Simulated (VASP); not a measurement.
Write the native input for VASP 6.6.1 that does the following.

```
Task                   : dielectric tensor
Functional             : LDA
Potentials or basis    : VASP PAW LDA potentials, release 64 (Pb_d, S)
Cutoff                 : 520 eV
k mesh                 : 8 × 8 × 8
Occupations            : gaussian, width 0.01 eV
Spin                   : no spin polarisation
Dipole correction      : no
Further INCAR settings : ALGO = Normal; EDIFF = 1e-08
```

The structure of PbS (Galena) lies in POSCAR:

```
PbS
1.0
    0.0000000000      2.9657500000      2.9657500000
    2.9657500000      0.0000000000      2.9657500000
    2.9657500000      2.9657500000      0.0000000000
Pb S
1 1
Direct
    0.0000000000      0.0000000000      0.0000000000
    0.5000000000      0.5000000000      0.5000000000
```

The input as run:

INCAR

```
PREC = Accurate
ENCUT = 520
EDIFF = 1E-8
ISMEAR = 0
SIGMA = 0.01
LREAL = F
LASPH = T
NELM = 100
ALGO = Normal
ISIF = 2
LWAVE = F
LCHARG = F
GGA = CA
LEPSILON = T
```

KPOINTS

```
Automatic mesh
0
Gamma
  8 8 8
```

Potentials or basis: VASP PAW LDA potentials, release 64 (Pb_d, S).

Command:

```sh
$ cat potpaw_LDA.64/Pb_d/POTCAR potpaw_LDA.64/S/POTCAR > POTCAR
$ mpirun -np 1 vasp_std > vasp.out
```

Results of the run:

* Band gap on the k mesh: 0.21 eV, direct
* Electronic dielectric tensor (diagonal): 54.62
* Born charges (mean of the diagonal): Pb +2.79; S -2.79 e

Caveat: the gap is small at this level, which inflates the dielectric constant; spin-orbit coupling is left out, which moves the levels of the heavy elements.

Run time: 110 s on 1 thread of Intel(R) Xeon(R) 6975P-C (Granite Rapids) (shared host), peak memory 0.26 GiB.
